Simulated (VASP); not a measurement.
# WSe2 in VASP: further runs, part 2 of 2

VASP 6.6.1. The steps go on from the part before.

### 4 Single point, r2SCAN

This run uses another cell than the first one, of 52.83 Å³/atom, 1.064 times its volume.

Input file POSCAR:

```
WSe2
1.0
    3.3143636114      0.0000000000      0.0000000000
   -1.6571818057      2.8703230849      0.0000000000
    0.0000000000      0.0000000000     16.6586760230
W Se
1 2
Direct
    0.0000000000      0.0000000000      0.0000000000
    0.3333333333      0.6666666667      0.0997031694
    0.3333333333      0.6666666667      0.9002968306
```

Input file INCAR.step1:

```
ALGO     = Normal         # electronic algorithm
EDIFF    = 1E-4           # SCF threshold, eV
ENCUT    = 520            # plane-wave cutoff, eV
GGA      = PE             # functional
ISMEAR   = 0              # smearing method
LASPH    = T              # aspherical terms in the spheres
LCHARG   = F              # write CHGCAR
LREAL    = F              # projectors in reciprocal space
LWAVE    = T              # write WAVECAR
NBANDS   = 20             # bands
NELM     = 100            # most SCF steps
PREC     = Accurate       # precision mode
SIGMA    = 0.02           # smearing width, eV
```

Input file INCAR.step2:

```
ALGO     = Normal         # electronic algorithm
EDIFF    = 1E-7           # SCF threshold, eV
ENCUT    = 520            # plane-wave cutoff, eV
ISIF     = 2              # what is computed and relaxed
ISMEAR   = 0              # smearing method
ISTART   = 1            
LASPH    = T              # aspherical terms in the spheres
LCHARG   = F              # write CHGCAR
LMIXTAU  = T            
LREAL    = F              # projectors in reciprocal space
LWAVE    = F              # write WAVECAR
METAGGA  = R2SCAN         # meta-GGA
NBANDS   = 20             # bands
NELM     = 100            # most SCF steps
PREC     = Accurate       # precision mode
SIGMA    = 0.02           # smearing width, eV
```

Input file KPOINTS:

```
k-points
0
Gamma
  12 12 2
```

Potentials or basis: VASP PAW PBE potentials, release 64 (W_sv, Se).

Run with:

```bash
> cat potpaw_PBE.64/W_sv/POTCAR potpaw_PBE.64/Se/POTCAR > POTCAR
> cp INCAR.step1 INCAR
> mpirun -np 1 vasp_std > vasp.out
> cp INCAR.step2 INCAR
> mpirun -np 1 vasp_std > vasp.out
```

OUTCAR:

```text
EDIFF = 1E-7
   ENCUT = 520
   ISIF = 2
   ISMEAR = 0
   ISTART = 1
   LASPH = T
   LREAL = F
   METAGGA = R2SCAN
   NELM = 100
   PREC = Accurate

 ion  position               nearest neighbor table
   1  0.000  0.000  0.000-   2 2.53   3 2.53   2 2.53   3 2.53   2 2.53   3 2.53
   2  0.333  0.667  0.100-   1 2.53   1 2.53   1 2.53
   3  0.333  0.667  0.900-   1 2.53   1 2.53   1 2.53

  LATTYP: Found a hexagonal cell.
[... 197 lines left out ...]
      3     -40.5533      2.00000
      4     -40.5533      2.00000
      5     -16.4705      2.00000
      6     -15.1041      2.00000
[... 541 lines left out ...]
     19       6.0674      0.00000
     20       6.1001      0.00000

 [... further k-points ...]
[... 5 lines left out ...]
  --------------------------------------------------------------------------------------
  -------------------------------------------------------------------------------------
  Total        0.1159380      0.1159380      0.1367960      0.0000000      0.0000000      0.0000000
  in kB        1.1721007      1.1721007      1.3829698      0.0000000      0.0000000      0.0000000
  external PRESSURE =       1.2423904 kB  Pullay stress =       0.0000000 kB

 VOLUME and BASIS-vectors are now :
 -----------------------------------------------------------------------------
  energy-cutoff  :      520.00
  volume of cell :      158.48
      direct lattice vectors                 reciprocal lattice vectors
     3.314363611  0.000000000  0.000000000     0.301717047  0.174196418  0.000000000
    -1.657181806  2.870323085  0.000000000     0.000000000  0.348392836  0.000000000
     0.000000000  0.000000000 16.658676023     0.000000000  0.000000000  0.060028780

 POSITION                                       TOTAL-FORCE (eV/Angst)
 -----------------------------------------------------------------------------------
      0.00000      0.00000      0.00000         0.000000     -0.000000      0.000000
     -0.00000      1.91355      1.66092        -0.000000      0.000000      0.044381
     -0.00000      1.91355     14.99775        -0.000000      0.000000     -0.044381
 -----------------------------------------------------------------------------------
    total drift:                                0.000001     -0.000001     -0.000000

  FREE ENERGIE OF THE ION-ELECTRON SYSTEM (eV)
  ---------------------------------------------------
  free  energy   TOTEN  =       -81.7505890784 eV

  energy  without entropy=      -81.7505890784  energy(sigma->0) =      -81.75058908
```

OSZICAR.step1:

```text
N       E                     dE             d eps       ncg     rms          rms(c)
DAV:   1     0.167095049683E+03    0.16710E+03   -0.11928E+04  1808   0.110E+03
DAV:   2    -0.893720432214E+01   -0.17603E+03   -0.17049E+03  1944   0.255E+02
DAV:   3    -0.223541990875E+02   -0.13417E+02   -0.13295E+02  2056   0.642E+01
DAV:   4    -0.226064068866E+02   -0.25221E+00   -0.25173E+00  1904   0.962E+00
DAV:   5    -0.226105821116E+02   -0.41752E-02   -0.41748E-02  1932   0.136E+00    0.208E+01
DAV:   6    -0.218248884620E+02    0.78569E+00   -0.51167E+00  1616   0.143E+01    0.707E+00
DAV:   7    -0.217043570388E+02    0.12053E+00   -0.18759E+00  1636   0.694E+00    0.418E+00
DAV:   8    -0.216169318737E+02    0.87425E-01   -0.38048E-01  1820   0.386E+00    0.646E-01
DAV:   9    -0.216157061205E+02    0.12258E-02   -0.21247E-02  1952   0.841E-01    0.488E-01
DAV:  10    -0.216146268158E+02    0.10793E-02   -0.36984E-03  1804   0.443E-01    0.596E-02
DAV:  11    -0.216144291655E+02    0.19765E-03   -0.34117E-04  1784   0.123E-01    0.653E-02
DAV:  12    -0.216143076957E+02    0.12147E-03   -0.93406E-05  1412   0.444E-02    0.176E-02
DAV:  13    -0.216142224053E+02    0.85290E-04   -0.10677E-04  1416   0.420E-02
   1 F= -.21614222E+02 E0= -.21614222E+02  d E =-.458937E-28
```

It took 11 min on 1 thread of Intel Xeon 6975P-C, shared host; peak memory 0.41 GiB.

What came out:

```yaml
Free_energy: -81.7506 eV
Largest_force: 0.044 eV/Å
Band_gap_on_the_k_mesh: 1.64 eV, direct
```

Forces on the atoms (eV/Å):
```
W    0.000  0.000  0.000
Se   0.000  0.000  0.044
Se   0.000  0.000 -0.044
```

Caveat: the PAW data sets were made with another functional, which shifts forces and pressure a little; spin-orbit coupling is left out, which moves the levels of the heavy elements.

### 5 Overview

```tsv
task	cell	k mesh	cutoff (eV)	gap on the mesh (eV)	relaxed volume (Å³/atom)
relaxation of shape and atoms at fixed volume	relaxed from a = 3.280, b = 3.280, c = 15.990 Å, angles 90.0, 90.0, 120.0°, 3 atoms	9 × 9 × 2	600	1.63	49.66
relaxation of shape and atoms at fixed volume	relaxed from a = 3.281, b = 3.281, c = 16.490 Å, angles 90.0, 90.0, 120.0°, 3 atoms	9 × 9 × 2	600	1.63	51.24
single point	a = 3.314, b = 3.314, c = 16.659 Å, angles 90.0, 90.0, 120.0°, 3 atoms	12 × 12 × 2	520	1.64	-
```

Alike in all rows: level r2SCAN; potentials or basis VASP PAW PBE potentials, release 64 (W_sv, Se); no spin polarisation; smearing gaussian 0.02 eV.

Caveats: the PAW data sets were made with another functional, which shifts forces and pressure a little; spin-orbit coupling is left out, which moves the levels of the heavy elements.

Total energies depend on the potentials used, so only differences within one code and one set of settings carry meaning.
